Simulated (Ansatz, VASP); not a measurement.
**Two plane-wave programs on KNbO3**

```xyz
5
Lattice="4.0130 0.0000 0.0000 0.0000 4.0130 0.0000 0.0000 0.0000 4.1103" Properties=species:S:1:pos:R:3 pbc="T T T"
K     2.0065    2.0065    2.0550
Nb    0.0000    0.0000    0.0613
O     2.0065    0.0000    4.0040
O     0.0000    2.0065    4.0040
O     0.0000    0.0000    1.9386
```

Alike in both runs: task single point; functional PBE; dispersion D4; k mesh 4 × 4 × 4; occupations gaussian, width 0.1 eV; no spin polarisation.

|  | VASP | Ansatz |
| --- | --- | --- |
| version | VASP 6.6.1 | Ansatz 0.2.0 |
| potentials or method | VASP PAW PBE potentials, release 64 (K_sv, Nb_sv, O) | scalar-relativistic, plane waves, PAW |
| plane-wave cutoff (eV) | 600 | 420 |
| valence electrons in the cell | 40 | 40 |

Ansatz gave:

* gap on the k mesh at the Fermi level (eV): 1.56
* least direct gap on the mesh (eV): 2.40
* pressure (GPa): -2.5
* traceless stress, the component that is largest in VASP (GPa): 0.32
* rms of the force components (eV/Å): 0.140

Q: Estimate VASP's values.

A: gap on the k mesh at the Fermi level (eV): 1.54; least direct gap on the mesh (eV): 2.39; pressure (GPa): -2.7; traceless stress, the component that is largest in VASP (GPa): 0.34; rms of the force components (eV/Å): 0.137.

Atom by atom the forces differ by 0.006 eV/Å (rms over components).
